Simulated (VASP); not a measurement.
# HC19O in VASP: a series of runs

Runs on HC19O. Level: PBEsol. Tasks: single point.

Program: VASP 6.6.1. These are calculated values, not measurements. Logs are shortened: lines on timing, memory, paths and dates and some standing lists are left out, and cuts for length are marked.

### 1 The cell of the first run

The cell holds a slab with vacuum, 21 atoms: a = 7.398 Å, b = 7.398 Å, c = 11.000 Å, α = 90.00°, β = 90.00°, γ = 120.00°.

### 2 Single point, PBEsol, collinear spin, zero start

INCAR reads:

```
SYSTEM = HC19O
ALGO = Normal
EDIFF = 1E-6
ENCUT = 520
GGA = PS
ISIF = 2
ISMEAR = -1
ISPIN = 2
LASPH = .True.
LCHARG = .False.
LORBIT = 11
LREAL = Auto
LWAVE = .False.
MAGMOM = 0 0 0 0 0 0 0 0 0 0 0 0 0 0 0 0 0 0 0 0 0
NBANDS = 62
NELM = 150
PREC = Accurate
SIGMA = 0.05
```

KPOINTS reads:

```
k-points
0
Gamma
  2 2 1
  0 0 0
```

POSCAR reads:

```
HC19O
1.0
    7.3980000000      0.0000000000      0.0000000000
   -3.6990000000      6.4068560000      0.0000000000
    0.0000000000      0.0000000000     11.0000000000
C H O
19 1 1
Direct
    0.0010581670      0.0154201999      0.0774100000
    0.2226138998      0.1260596461      0.0799045455
    0.0025054156      0.3493630885      0.0821787273
    0.2250972452      0.4607492349      0.0807055455
    0.0023889939      0.6829285690      0.0759376364
    0.2239452460      0.7934960611      0.0796706364
    0.3297087147      0.0133201058      0.0834316364
    0.5551027676      0.1292320289      0.1110114545
    0.3362876064      0.3496701034      0.0821458182
    0.5597187615      0.4628911591      0.0814332727
    0.3364517989      0.6832577476      0.0820609091
    0.5594907115      0.7954520907      0.0840522727
    0.6700625159      0.0153569863      0.0941368182
    0.8900917941      0.1263128124      0.0841159091
    0.6718541410      0.3552600527      0.0861390909
    0.8917213178      0.4613412569      0.0805917273
    0.6703227615      0.6844087022      0.0779504545
    0.8917582137      0.7939416775      0.0763132727
    0.3444291340      0.2653746237      0.3153099091
    0.5154055962      0.1492499597      0.2124349091
    0.2434840845      0.3079073418      0.3727625455
```

Potentials or basis: VASP PAW PBE potentials, release 64 (C, H, O).

Command:

```
$ cat potpaw_PBE.64/C/POTCAR potpaw_PBE.64/H/POTCAR potpaw_PBE.64/O/POTCAR > POTCAR
$ mpirun -np 1 vasp_std > vasp.out
```

OUTCAR:

```text
SYSTEM = HC19O
   EDIFF = 1E-6
   ENCUT = 520
   GGA = PS
   ISIF = 2
   ISMEAR = -1
   ISPIN = 2
   LASPH = .True.
   LORBIT = 11
   LREAL = Auto
   NELM = 150
   PREC = Accurate

 ion  position               nearest neighbor table
   1  0.001  0.015  0.077-  18 1.42   2 1.42  14 1.42
   2  0.223  0.126  0.080-   7 1.41   1 1.42   9 1.43
   3  0.003  0.349  0.082-   4 1.43  16 1.43  14 1.43
   4  0.225  0.461  0.081-   9 1.42  11 1.43   3 1.43
   5  0.002  0.683  0.076-  18 1.42   6 1.42  16 1.42
   6  0.224  0.793  0.080-   7 1.41   5 1.42  11 1.43
   7  0.330  0.013  0.083-   2 1.41   6 1.41   8 1.48
   8  0.555  0.129  0.111-  20 1.18  15 1.47   7 1.48  13 1.48
   9  0.336  0.350  0.082-   4 1.42  10 1.43   2 1.43
  10  0.560  0.463  0.081-  15 1.41  17 1.42   9 1.43
  11  0.336  0.683  0.082-   4 1.43   6 1.43  12 1.43
  12  0.559  0.795  0.084-  13 1.41  17 1.42  11 1.43
  13  0.670  0.015  0.094-  12 1.41  14 1.41   8 1.48
  14  0.890  0.126  0.084-  13 1.41   1 1.42   3 1.43
  15  0.672  0.355  0.086-  10 1.41  16 1.41   8 1.47
  16  0.892  0.461  0.081-  15 1.41   5 1.42   3 1.43
  17  0.670  0.684  0.078-  18 1.42  10 1.42  12 1.42
  18  0.892  0.794  0.076-  17 1.42   1 1.42   5 1.42
  19  0.344  0.265  0.315-  21 1.14
  20  0.515  0.149  0.212-   8 1.18
  21  0.243  0.308  0.373-  19 1.14

  LATTYP: Found a hexagonal cell.
 ALAT       =     7.3980000000
 C/A-ratio  =     1.4868883482

  Lattice vectors:

 A1 = (   7.3980000000,   0.0000000000,   0.0000000000)
 A2 = (  -3.6990000000,   6.4068560000,   0.0000000000)
 A3 = (   0.0000000000,   0.0000000000,  11.0000000000)

Analysis of symmetry for initial positions (statically):
=====================================================================
 Subroutine PRICEL returns:
 Original cell was already a primitive cell.

 Routine SETGRP: Setting up the symmetry group for a
 hexagonal supercell.

 Subroutine GETGRP returns: Found  1 space group operations
 (whereof  1 operations were pure point group operations)
 out of a pool of 24 trial point group operations.

The static configuration has the point symmetry C_1 .

Analysis of symmetry for dynamics (positions and initial velocities):
=====================================================================
 Subroutine PRICEL returns:
 Original cell was already a primitive cell.

 Routine SETGRP: Setting up the symmetry group for a
 hexagonal supercell.

 Subroutine GETGRP returns: Found  1 space group operations
 (whereof  1 operations were pure point group operations)
 out of a pool of 24 trial point group operations.

The dynamic configuration has the point symmetry C_1 .

Analysis of structural, dynamic, and magnetic symmetry:
=====================================================================
 Subroutine PRICEL returns:
 Original cell was already a primitive cell.

 Routine SETGRP: Setting up the symmetry group for a
 hexagonal supercell.

 Subroutine GETGRP returns: Found  1 space group operations
 (whereof  1 operations were pure point group operations)
 out of a pool of 24 trial point group operations.

The overall configuration has the point symmetry C_1 .

 Subroutine INISYM returns: Found  1 space group operations
 (whereof  1 operations are pure point group operations),
 and found     1 'primitive' translations

----------------------------------------------------------------------------------------

                                     Primitive cell

  volume of cell :     521.3771

  direct lattice vectors                    reciprocal lattice vectors
     7.398000000  0.000000000  0.000000000     0.135171668  0.078041398  0.000000000
    -3.699000000  6.406856000  0.000000000     0.000000000  0.156082796  0.000000000
     0.000000000  0.000000000 11.000000000     0.000000000  0.000000000  0.090909091

  length of vectors
     7.398000000  7.398000054 11.000000000     0.156082797  0.156082796  0.090909091

  position of ions in fractional coordinates (direct lattice)
     0.001058167  0.015420200  0.077410000
     0.222613900  0.126059646  0.079904545
     0.002505416  0.349363088  0.082178727
     0.225097245  0.460749235  0.080705546
     0.002388994  0.682928569  0.075937636
     0.223945246  0.793496061  0.079670636
[... 13 lines left out ...]
     0.515405596  0.149249960  0.212434909
     0.243484084  0.307907342  0.372762546

[... 62 lines left out ...]
   NGX,Y,Z   is equivalent  to a cutoff of  12.58, 12.58, 12.70 a.u.
   NGXF,Y,Z  is equivalent  to a cutoff of  25.17, 25.17, 25.39 a.u.
 SYSTEM =  HC19O
   PREC   = accura    normal or accurate (medium, high low for compatibility)
   ISTART =      0    job   : 0-new  1-cont  2-samecut
   ICHARG =      2    charge: 1-file 2-atom 10-const
   ISPIN  =      2    spin polarized calculation?
   LNONCOLLINEAR =      F non collinear calculations
   LSORBIT =      F    spin-orbit coupling
   LASPH  =      T    aspherical Exc in radial PAW
   ENCUT  =  520.0 eV  38.22 Ry    6.18 a.u.  13.76 13.76 20.45*2*pi/ulx,y,z
   NELM   =    150;   NELMIN=  2; NELMDL= -5     # of ELM steps
   EDIFF  = 0.1E-05   stopping-criterion for ELM
   LREAL  =      T    real-space projection
   EDIFFG = 0.1E-04   stopping-criterion for IOM
   NSW    =      0    number of steps for IOM
   IBRION =     -1    ionic relax: 0-MD 1-quasi-New 2-CG
   NFREE  =      0    steps in history (QN), initial steepest desc. (CG)
   ISIF   =      2    stress and relaxation
   ISYM   =      2    0-nonsym 1-usesym 2-fastsym
   POTIM  = 0.5000    time-step for ionic-motion
   TEBEG  =    0.0;   TEEND  =   0.0 temperature during run
   PSTRESS=    0.0 pullay stress
   NELECT =      83.0000    total number of electrons
   NUPDOWN=      -1.0000    fix difference up-down
   EMIN   =  10.00;   EMAX   =-10.00  energy-range for DOS
   EFERMI =   0.00;   METHOD = LEGACY
   ISMEAR =    -1;   SIGMA  =   0.05  broadening in eV -4-tet -1-fermi 0-gaus
   EFERMI_NEDOS =   21; number of points for ismear=-14 and -15
   IALGO  =     38    algorithm
   IMIX   =      4    mixing-type and parameters
     AMIX     =   0.40;   BMIX     =  1.00
     AMIX_MAG =   1.60;   BMIX_MAG =  1.00
  volume/ion in A,a.u.               =      24.83       167.54
  Fermi-wavevector in a.u.,A,eV,Ry     =   0.887259  1.676676 10.710884  0.787228
  Thomas-Fermi vector in A             =   2.008533
   LORBIT       =     11    0 simple, 1 ext, 2 COOP (PROOUT), +10 PAW based schemes
   GGA     = PS    functional components
   LHFCALC =     F    Hartree Fock is set to
   AEXX    =    0.0000 exact exchange contribution
   IVDW    =     0    specifies the selected vdW correction
   LEPSILON=     F    determine dielectric tensor
   LRPA    =     F    only Hartree local field effects (RPA)
 spin polarized calculation
  energy-cutoff  :      520.00
  volume of cell :      521.38
 maximum number of plane-waves:     14099
 NGX is ok and might be reduce to    56
   NGX = 27   NGY = 27   NGZ = 41

 number of electron      83.0000000 magnetization       0.0000001

 number of electron      83.0000000 magnetization      -0.0000000

 Free energy of the ion-electron system (eV)
  ---------------------------------------------------
  ext. energy  EPLUGINS =         0.00000000
  ---------------------------------------------------
  free energy    TOTEN  =      -190.21681227 eV

  energy without entropy =     -190.19325896  energy(sigma->0) =     -190.20503562

 E-fermi :  -1.0204     XC(G=0):  -4.5200

 val. band max:       -1.1487804479   @ k =   0.0000   0.0000   0.0000
 cond. band min:      -0.8802007651   @ k =   0.5000  -0.0000   0.0000
 fundamental gap:      0.2685796828
 Fermi energy:        -1.0204300623

 spin component 1

 k-point     1 :       0.0000    0.0000    0.0000
  band No.  band energies     occupation
      1     -26.2226      1.00000
      2     -20.6867      1.00000
      3     -18.3456      1.00000
      4     -18.1290      1.00000
      5     -18.0604      1.00000
      6     -18.0220      1.00000
[... 213 lines left out ...]
     52       4.1544      0.00000
     53       4.2988      0.00000
 Fermi energy:        -1.0204300623

 spin component 2

 k-point     1 :       0.0000    0.0000    0.0000
  band No.  band energies     occupation
      1     -26.2226      1.00000
      2     -20.6867      1.00000
      3     -18.3456      1.00000
      4     -18.1290      1.00000
      5     -18.0604      1.00000
      6     -18.0220      1.00000
[... 213 lines left out ...]
     52       4.1543      0.00000
     53       4.2987      0.00000
 [bands above 53 left out]

------------------------ aborting loop because EDIFF is reached ----------------------------------------

  FORCE on cell =-STRESS in cart. coord.  units (eV):
  Direction    XX          YY          ZZ          XY          YZ          ZX
  --------------------------------------------------------------------------------------
  -------------------------------------------------------------------------------------
  Total        0.3472796      0.8452962      0.3963325      0.5500353     -0.3438792      0.9288357
  in kB        1.0671804      2.5975717      1.2179186      1.6902432     -1.0567310      2.8542860
  external PRESSURE =       1.6275569 kB  Pullay stress =       0.0000000 kB

 VOLUME and BASIS-vectors are now :
 -----------------------------------------------------------------------------
  energy-cutoff  :      520.00
  volume of cell :      521.38
      direct lattice vectors                 reciprocal lattice vectors
     7.398000000  0.000000000  0.000000000     0.135171668  0.078041398  0.000000000
    -3.699000000  6.406856000  0.000000000     0.000000000  0.156082796  0.000000000
     0.000000000  0.000000000 11.000000000     0.000000000  0.000000000  0.090909091

 POSITION                                       TOTAL-FORCE (eV/Angst)
 -----------------------------------------------------------------------------------
     -0.04921      0.09880      0.85151        -0.054561      0.023676      0.038770
      1.18060      0.80765      0.87895        -0.047433      0.023444     -0.081625
     -1.27376      2.23832      0.90397        -0.065120      0.018604      0.058030
     -0.03904      2.95195      0.88776        -0.055729      0.019364     -0.020808
     -2.50848      4.37542      0.83531        -0.066669      0.024608      0.044847
     -1.27840      5.08382      0.87638        -0.067441      0.015132      0.009586
[... 13 lines left out ...]
      3.26089      0.95622      2.33678         0.737730     -0.258756     -0.208821
      0.66235      1.97272      4.10039        -0.830278      0.242119      0.560102
 -----------------------------------------------------------------------------------
    total drift:                               -0.001497      0.016874     -0.029971

  FREE ENERGIE OF THE ION-ELECTRON SYSTEM (eV)
  ---------------------------------------------------
  free  energy   TOTEN  =      -190.2168122746 eV

  energy  without entropy=     -190.1932589591  energy(sigma->0) =     -190.20503562

 total charge

# of ion       s       p       d       tot
------------------------------------------
    1        0.857   1.796   0.000   2.653
    2        0.858   1.796   0.000   2.654
    3        0.857   1.771   0.000   2.628
    4        0.856   1.783   0.000   2.639
    5        0.858   1.795   0.000   2.652
    6        0.857   1.800   0.000   2.657
[... 13 lines left out ...]
   20        0.523   0.039   0.000   0.562
   21        1.624   3.545   0.000   5.170
--------------------------------------------------
tot         18.585  37.180   0.000  55.765

 magnetization (x)

# of ion       s       p       d       tot
------------------------------------------
    1        0.000   0.000   0.000   0.000
    2        0.000   0.000   0.000   0.000
    3       -0.000  -0.000   0.000  -0.000
    4       -0.000  -0.000   0.000  -0.000
    5        0.000  -0.000   0.000  -0.000
    6        0.000  -0.000   0.000  -0.000
[... 13 lines left out ...]
   20        0.000   0.000   0.000   0.000
   21       -0.000  -0.000   0.000  -0.000
--------------------------------------------------
tot          0.000  -0.000   0.000  -0.000
```

It took 8 min on 1 thread of Intel Xeon Platinum 8488C (Sapphire Rapids), shared host; peak memory 0.82 GiB.

Results:

```yaml
Free_energy: -190.2168 eV
Largest_force: 1.082 eV/Å
Net_moment: 0.00 μB per cell
Valence_electrons_inside_the_program's_atomic_spheres: C 2.65, 2.63, 2.64, 2.66, 2.62, 2.49 (each value once); H 0.56; O 5.17
```

Forces on the atoms (eV/Å):
```
C   -0.055  0.024  0.039
C   -0.047  0.023 -0.082
C   -0.065  0.019  0.058
C   -0.056  0.019 -0.021
C   -0.067  0.025  0.045
C   -0.067  0.015  0.010
C   -0.046  0.013 -0.123
C    0.004 -0.009 -0.187
C   -0.046  0.017 -0.134
C   -0.066  0.021 -0.052
C   -0.056  0.022  0.037
C   -0.053 -0.005  0.128
C   -0.004 -0.005  0.077
C   -0.041  0.025  0.132
C   -0.045  0.023 -0.078
C   -0.051  0.030  0.053
C   -0.064  0.021  0.059
C   -0.066  0.027  0.034
C    0.984 -0.288 -0.347
H    0.738 -0.259 -0.209
O   -0.830  0.242  0.560
```

Caveat: the k points lie up to 0.49 Å⁻¹ apart; the PAW data sets were made with another functional, which shifts forces and pressure a little.

[end of part 1 of 2]
